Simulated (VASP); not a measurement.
**BN: single point with PBE+D3(BJ)**

System: BN, a slab with vacuum.

```
CELL_PARAMETERS angstrom
2.54500 0.00000 0.00000
-1.27250 2.20403 0.00000
0.00000 0.00000 26.00000
ATOMIC_POSITIONS crystal
B 0.00000 0.00000 0.50275
N 0.66667 0.33333 0.49725
```

```yaml
Program: VASP 6.6.1
Task: single point
Functional: PBE
Dispersion: D3(BJ)
Potentials_or_basis: VASP PAW PBE potentials, release 64 (B, N)
Cutoff: 520 eV
k_mesh: 12 × 12 × 1
Occupations: gaussian, width 0.02 eV
Spin: no spin polarisation
```

| Quantity | Value |
| --- | --- |
| Largest force | 2.083 eV/Å |
| Band gap on the k mesh | 4.36 eV (least direct gap 4.43 eV) |
| Dispersion energy per atom | -0.075 eV |

Forces on the atoms (eV/Å):
```
B    0.000  0.000 -2.083
N    0.000  0.000  2.083
```

Levels at points of the mesh, in eV from the valence-band top:
```
           k point  band 2  band 3  band 4  band 5  band 6  band 7
(0.00, 0.00, 0.00)   -4.97   -1.24   -1.24    4.36    5.52    5.92
(0.50, 0.00, 0.00)   -8.61   -3.91   -0.84    4.51    9.25   12.10
```

Run time: 36 s on 1 thread of AMD EPYC 7R13 Processor (Zen 3) (shared host), peak memory 0.23 GiB.
